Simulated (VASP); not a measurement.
# HW4C4 in VASP: relaxation of the atoms with PBE+D3(BJ)

Aim: the relaxation of the atoms of HW4C4 with PBE+D3(BJ).

Program: VASP 6.6.1. These are calculated values, not measurements. Logs are shortened: lines on timing, memory, paths and dates and some standing lists are left out, and cuts for length are marked.

### 1 The cell of the first run

The cell holds a slab with vacuum, 18 atoms: a = 5.672 Å, b = 5.672 Å, c = 16.180 Å, α = 90.00°, β = 90.00°, γ = 120.00°.

### 2 Relaxation of the atoms, PBE+D3(BJ)

INCAR

```
SYSTEM = HW4C4
PREC = Accurate
ENCUT = 520
EDIFF = 1E-7
ISMEAR = -1
SIGMA = 0.05
LREAL = .FALSE.
LASPH = .TRUE.
NELM = 120
ALGO = Normal
ISIF = 2
LWAVE = .FALSE.
LCHARG = .FALSE.
GGA = PE
IVDW = 12
IBRION = 2
NSW = 80
EDIFFG = -0.03
GGA_COMPAT = .FALSE.
NELMIN = 4
NELMDL = -8
KPAR = 4
```

KPOINTS

```
Automatic mesh
0
G
  5 5 1
  0 0 0
```

POSCAR

```
HW4C4
1.0
    5.6722800000      0.0000000000      0.0000000000
   -2.8361400000      4.9123390000      0.0000000000
    0.0000000000      0.0000000000     16.1797200000
W C H
8 8 2
Selective dynamics
Direct
    0.0000000000      0.0000000000      0.0618057700  F F F
    0.0000000000      0.0000000000      0.2340263000  T T T
   -0.0000000200      0.4999999600      0.0618057700  F F F
   -0.0000000200      0.4999999600      0.2340263000  T T T
    0.5000000000      0.0000000000      0.0618057700  F F F
    0.5000000000      0.0000000000      0.2340263000  T T T
    0.4999999800      0.4999999600      0.0618057700  F F F
    0.4999999800      0.4999999600      0.2340263000  T T T
    0.3333333300      0.1666666500      0.1479160300  T T T
    0.3333333300      0.1666666500      0.3201365700  T T T
    0.3333333000      0.6666666100      0.1479160300  T T T
    0.3333333000      0.6666666100      0.3201365700  T T T
    0.8333333300      0.1666666500      0.1479160300  T T T
    0.8333333300      0.1666666500      0.3201365700  T T T
    0.8333333000      0.6666666100      0.1479160300  T T T
    0.8333333000      0.6666666100      0.3201365700  T T T
    0.3333333000      0.6666666100      0.3881229100  T T T
   -0.0000000400      0.9999999100      0.3566019700  T T T
```

Potentials or basis: VASP PAW PBE potentials, release 64 (W_sv, C, H).

Run with:

```
cat potpaw_PBE.64/W_sv/POTCAR potpaw_PBE.64/C/POTCAR potpaw_PBE.64/H/POTCAR > POTCAR
mpirun -np 4 vasp_std > vasp.out
```

OUTCAR:

```text
SYSTEM = HW4C4
   PREC = Accurate
   ENCUT = 520
   EDIFF = 1E-7
   ISMEAR = -1
   LREAL = .FALSE.
   LASPH = .TRUE.
   NELM = 120
   ISIF = 2
   GGA = PE
   IVDW = 12
   IBRION = 2
   NSW = 80
   EDIFFG = -0.03
   NELMIN = 4
   NELMDL = -8
 IVDW          = 12

 ion  position               nearest neighbor table
   1  0.000  0.000  0.062-  13 2.15   9 2.15  15 2.15   2 2.79   5 2.84   5 2.84   3 2.84   7 2.84
                             3 2.84   7 2.84
   2  0.000  0.000  0.234-  18 1.98  13 2.15  14 2.15   9 2.15  10 2.15  15 2.15  16 2.15   1 2.79
                             6 2.84   6 2.84   4 2.84   8 2.84   4 2.84   8 2.84
   3  1.000  0.500  0.062-  11 2.15  15 2.15  13 2.15   4 2.79   7 2.84   7 2.84   5 2.84   1 2.84
                             5 2.84   1 2.84
   4  1.000  0.500  0.234-  11 2.15  12 2.15  15 2.15  16 2.15  13 2.15  14 2.15   3 2.79   8 2.84
                             8 2.84   2 2.84   6 2.84   2 2.84   6 2.84
   5  0.500  0.000  0.062-   9 2.15  13 2.15  11 2.15   6 2.79   1 2.84   1 2.84   3 2.84   7 2.84
                             7 2.84   3 2.84
   6  0.500  0.000  0.234-   9 2.15  10 2.15  13 2.15  14 2.15  11 2.15  12 2.15   5 2.79   2 2.84
                             2 2.84   8 2.84   4 2.84   8 2.84   4 2.84
   7  0.500  0.500  0.062-  15 2.15  11 2.15   9 2.15   8 2.79   3 2.84   3 2.84   5 2.84   1 2.84
                             1 2.84   5 2.84
   8  0.500  0.500  0.234-  15 2.15  16 2.15  11 2.15  12 2.15   9 2.15  10 2.15   7 2.79   4 2.84
                             4 2.84   2 2.84   6 2.84   6 2.84   2 2.84
   9  0.333  0.167  0.148-   5 2.15   1 2.15   7 2.15   6 2.15   2 2.15   8 2.15
  10  0.333  0.167  0.320-   6 2.15   2 2.15   8 2.15
  11  0.333  0.667  0.148-   3 2.15   7 2.15   4 2.15   8 2.15   5 2.15   6 2.15
  12  0.333  0.667  0.320-  17 1.10   4 2.15   8 2.15   6 2.15
  13  0.833  0.167  0.148-   1 2.15   5 2.15   3 2.15   2 2.15   6 2.15   4 2.15
  14  0.833  0.167  0.320-   2 2.15   6 2.15   4 2.15
  15  0.833  0.667  0.148-   7 2.15   3 2.15   8 2.15   4 2.15   1 2.15   2 2.15
  16  0.833  0.667  0.320-   8 2.15   4 2.15   2 2.15
  17  0.333  0.667  0.388-  12 1.10
  18  1.000  1.000  0.357-   2 1.98

  LATTYP: Found a hexagonal cell.
 ALAT       =     5.6722800000
 C/A-ratio  =     2.8524191330

  Lattice vectors:

 A1 = (   5.6722800000,   0.0000000000,   0.0000000000)
 A2 = (  -2.8361400000,   4.9123390000,   0.0000000000)
 A3 = (   0.0000000000,   0.0000000000,  16.1797200000)

Analysis of symmetry for initial positions (statically):
=====================================================================
 Subroutine PRICEL returns:
 Original cell was already a primitive cell.

 Routine SETGRP: Setting up the symmetry group for a
 hexagonal supercell.

 Subroutine GETGRP returns: Found  6 space group operations
 (whereof  6 operations were pure point group operations)
 out of a pool of 24 trial point group operations.

The static configuration has the point symmetry C_3v.

Analysis of symmetry for dynamics (positions and initial velocities):
=====================================================================
 Subroutine PRICEL returns:
 Original cell was already a primitive cell.

 Routine SETGRP: Setting up the symmetry group for a
 hexagonal supercell.

 Subroutine GETGRP returns: Found  6 space group operations
 (whereof  6 operations were pure point group operations)
 out of a pool of 24 trial point group operations.

The dynamic configuration has the point symmetry C_3v.

Analysis of constrained symmetry for selective dynamics:
=====================================================================
 Subroutine PRICEL returns:
 Original cell was already a primitive cell.

 Routine SETGRP: Setting up the symmetry group for a
 hexagonal supercell.

 Subroutine GETGRP returns: Found  6 space group operations
 (whereof  6 operations were pure point group operations)
 out of a pool of 24 trial point group operations.

The constrained configuration has the point symmetry C_3v.

 Subroutine INISYM returns: Found  6 space group operations
 (whereof  6 operations are pure point group operations),
 and found     1 'primitive' translations

----------------------------------------------------------------------------------------

                                     Primitive cell

  volume of cell :     450.8343

  direct lattice vectors                    reciprocal lattice vectors
     5.672280000  0.000000000  0.000000000     0.176295952  0.101784506  0.000000000
    -2.836140000  4.912339000  0.000000000     0.000000000  0.203569013  0.000000000
     0.000000000  0.000000000 16.179720000     0.000000000  0.000000000  0.061805767

  length of vectors
     5.672280000  5.672280366 16.179720000     0.203569026  0.203569013  0.061805767

  position of ions in fractional coordinates (direct lattice)
     0.000000000  0.000000000  0.061805770
     0.000000000  0.000000000  0.234026300
     0.999999980  0.499999960  0.061805770
     0.999999980  0.499999960  0.234026300
     0.500000000  0.000000000  0.061805770
     0.500000000  0.000000000  0.234026300
[... 10 lines left out ...]
     0.333333300  0.666666610  0.388122910
     0.999999960  0.999999910  0.356601970

  ion indices of the primitive-cell ions
   primitive index   ion index
                 1           1
                 2           2
                 3           3
                 4           4
                 5           5
                 6           6
[... 10 lines left out ...]
                17          17
                18          18

----------------------------------------------------------------------------------------

 KPOINTS: Automatic mesh

Automatic generation of k-mesh.
 Grid dimensions read from file:
 generate k-points for:    5    5    1

 Generating k-lattice:

  Cartesian coordinates                     Fractional coordinates (reciprocal lattice)
     0.035259190  0.020356901  0.000000000     0.200000000  0.000000000  0.000000000
     0.000000000  0.040713803  0.000000000     0.000000000  0.200000000  0.000000000
     0.000000000  0.000000000  0.061805767     0.000000000  0.000000000  1.000000000

  Length of vectors
     0.040713805  0.040713803  0.061805767

  Shift w.r.t. Gamma in fractional coordinates (k-lattice)
     0.000000000  0.000000000  0.000000000

 Subroutine IBZKPT returns following result:
 ===========================================

 Found      5 irreducible k-points:

 Following reciprocal coordinates:
            Coordinates               Weight
  0.000000  0.000000  0.000000      1.000000
  0.200000 -0.000000  0.000000      6.000000
  0.400000 -0.000000  0.000000      6.000000
  0.200000  0.200000  0.000000      6.000000
  0.400000  0.200000  0.000000      6.000000
   k-points           NKPTS =      5   k-points in BZ     NKDIM =      5   number of bands    NBANDS=     87
   number of dos      NEDOS =    301   number of ions     NIONS =     18
   total plane-waves  NPLWV = 211680
   dimension x,y,z NGX =    42 NGY =   42 NGZ =  120
   dimension x,y,z NGXF=    84 NGYF=   84 NGZF=  240
   ions per type =               8   8   2
   NGX,Y,Z   is equivalent  to a cutoff of  12.31, 12.31, 12.33 a.u.
   NGXF,Y,Z  is equivalent  to a cutoff of  24.62, 24.62, 24.66 a.u.
 SYSTEM =  HW4C4
   PREC   = accura    normal or accurate (medium, high low for compatibility)
   ISTART =      0    job   : 0-new  1-cont  2-samecut
   ICHARG =      2    charge: 1-file 2-atom 10-const
   ISPIN  =      1    spin polarized calculation?
   LNONCOLLINEAR =      F non collinear calculations
   LSORBIT =      F    spin-orbit coupling
   LASPH  =      T    aspherical Exc in radial PAW
   ENCUT  =  520.0 eV  38.22 Ry    6.18 a.u.  10.55 10.55 30.08*2*pi/ulx,y,z
   NELM   =    120;   NELMIN=  4; NELMDL= -8     # of ELM steps
   EDIFF  = 0.1E-06   stopping-criterion for ELM
   LREAL  =      F    real-space projection
   EDIFFG = -.3E-01   stopping-criterion for IOM
   NSW    =     80    number of steps for IOM
   IBRION =      2    ionic relax: 0-MD 1-quasi-New 2-CG
   NFREE  =      1    steps in history (QN), initial steepest desc. (CG)
   ISIF   =      2    stress and relaxation
   ISYM   =      2    0-nonsym 1-usesym 2-fastsym
   POTIM  = 0.5000    time-step for ionic-motion
   TEBEG  =    0.0;   TEEND  =   0.0 temperature during run
   PSTRESS=    0.0 pullay stress
   NELECT =     146.0000    total number of electrons
   NUPDOWN=      -1.0000    fix difference up-down
   EMIN   =  10.00;   EMAX   =-10.00  energy-range for DOS
   EFERMI =   0.00;   METHOD = LEGACY
   ISMEAR =    -1;   SIGMA  =   0.05  broadening in eV -4-tet -1-fermi 0-gaus
   EFERMI_NEDOS =   21; number of points for ismear=-14 and -15
   IALGO  =     38    algorithm
   IMIX   =      4    mixing-type and parameters
     AMIX     =   0.40;   BMIX     =  1.00
     AMIX_MAG =   1.60;   BMIX_MAG =  1.00
  volume/ion in A,a.u.               =      25.05       169.02
  Fermi-wavevector in a.u.,A,eV,Ry     =   1.124226  2.124478 17.196173  1.263883
  Thomas-Fermi vector in A             =   2.260896
   LORBIT       =      0    0 simple, 1 ext, 2 COOP (PROOUT), +10 PAW based schemes
   GGA     = PE    functional components
   LHFCALC =     F    Hartree Fock is set to
   AEXX    =    0.0000 exact exchange contribution
   IVDW    =    12    specifies the selected vdW correction
   LEPSILON=     F    determine dielectric tensor
   LRPA    =     F    only Hartree local field effects (RPA)
 conjugate gradient relaxation of ions
 non-spin polarized calculation
  energy-cutoff  :      520.00
  volume of cell :      450.83
 maximum number of plane-waves:     12156
 NGX is ok and might be reduce to    42
   NGX = 21   NGY = 21   NGZ = 61

--------------------------------------- Ionic step        1  -------------------------------------------

 number of electron     146.0000013 magnetization

 Free energy of the ion-electron system (eV)
  ---------------------------------------------------
  ext. energy  EPLUGINS =         0.00000000
  ---------------------------------------------------
  free energy    TOTEN  =      -167.58751089 eV

  energy without entropy =     -167.52526331  energy(sigma->0) =     -167.55638710

------------------------ aborting loop because EDIFF is reached ----------------------------------------

 Edisp (eV)   -5.03948

 E8    (eV) :    -2.3630
[... 153 lines left out ...]
  FREE ENERGIE OF THE ION-ELECTRON SYSTEM (eV)
  ---------------------------------------------------
  free  energy   TOTEN  =      -174.5399701368 eV

  energy  without entropy=     -174.4959994136  energy(sigma->0) =     -174.51798478

[... ionic steps 4 to 15 ...]

--------------------------------------- Ionic step       16  -------------------------------------------

 number of electron     146.0000016 magnetization

------------------------ aborting loop because EDIFF is reached ----------------------------------------
[... 107 lines left out ...]
--------------------------------------- Ionic step       18  -------------------------------------------

 number of electron     146.0000016 magnetization

 Free energy of the ion-electron system (eV)
  ---------------------------------------------------
  ext. energy  EPLUGINS =         0.00000000
  ---------------------------------------------------
  free energy    TOTEN  =      -169.59848673 eV

  energy without entropy =     -169.55603196  energy(sigma->0) =     -169.57725934

 E-fermi :   1.1146     XC(G=0):  -6.3418

 val. band max:        0.9139252663   @ k =   0.2000  -0.0000   0.0000
 cond. band min:       1.1431494071   @ k =   0.2000  -0.0000   0.0000
 fundamental gap:      0.2292241408
 Fermi energy:         1.1145755798

 k-point     1 :       0.0000    0.0000    0.0000
  band No.  band energies     occupation
      1     -72.9712      2.00000
      2     -72.7785      2.00000
      3     -72.7248      2.00000
      4     -72.7072      2.00000
      5     -72.7072      2.00000
      6     -72.6829      2.00000
[... 429 lines left out ...]
     84       3.4207      0.00000
     85       3.6021      0.00000
 [bands above 85 left out]

------------------------ aborting loop because EDIFF is reached ----------------------------------------

 Edisp (eV)   -5.03433

 E8    (eV) :    -2.3580
[... 41 lines left out ...]
  FREE ENERGIE OF THE ION-ELECTRON SYSTEM (eV)
  ---------------------------------------------------
  free  energy   TOTEN  =      -174.6328134731 eV

  energy  without entropy=     -174.5903587022  energy(sigma->0) =     -174.61158609

 reached required accuracy - stopping structural energy minimisation
```

It took 23 min on 4 MPI ranks of Intel Xeon Platinum 8488C (Sapphire Rapids), shared host; peak memory 0.63 GiB.

Results:

```yaml
Free_energy: -174.6328 eV
Energy_gained_by_relaxing: 111.4 meV/atom
Ionic_steps: 18
Band_gap_on_the_k_mesh: zero (bands 73 and 74 overlap by 0.73 eV)
Dispersion_energy_per_atom: -0.280 eV
```

Step by step:
```
step  energy change (eV)  largest force on free atoms (eV/Å)  pressure (GPa)
   1              0.0000                              5.0941            2.45
   2              0.0562                              5.9058            8.83
   3             -1.9130                              1.6742            4.06
   4             -1.8504                              3.9103            4.48
   5             -1.9640                              0.5312            4.19
   6             -1.9902                              0.2835            4.30
   7             -1.9903                              0.3153            4.31
   8             -1.9989                              0.1935            4.45
   9             -1.9991                              0.1506            4.43
  10             -2.0028                              0.1317            4.51
  11             -2.0030                              0.1712            4.53
  12             -2.0048                              0.1004            4.65
  13             -2.0050                              0.1473            4.70
  14             -2.0051                              0.1958            4.76
  15             -2.0055                              0.0680            4.73
  16             -2.0058                              0.0405            4.74
  17             -2.0058                              0.0419            4.74
  18             -2.0058                              0.0192            4.77
```

Final structure:
```
W C H
1.0
     5.67228    0.00000    0.00000
    -2.83614    4.91234    0.00000
     0.00000    0.00000   16.17972
W C H
8 8 2
Direct
  0.00000 0.00000 0.06181
  0.00000 0.00000 0.23895
  0.00000 0.50000 0.06181
  0.00066 0.50033 0.24101
  0.50000 0.00000 0.06181
  0.49967 0.99934 0.24101
  0.50000 0.50000 0.06181
  0.49967 0.50033 0.24101
  0.33205 0.16602 0.14460
  0.34318 0.17159 0.31323
  0.33333 0.66667 0.14529
  0.33333 0.66667 0.32022
  0.83398 0.16602 0.14460
  0.82841 0.17159 0.31323
  0.83398 0.66795 0.14460
  0.82841 0.65682 0.31323
  0.33333 0.66667 0.38745
  0.00000 0.00000 0.35034
```

Caveat: there is no dipole correction, which matters where the two faces differ; spin-orbit coupling is left out, which moves the levels of the heavy elements.

The gap in the log of VASP goes by the Fermi energy; the results here count the filled bands.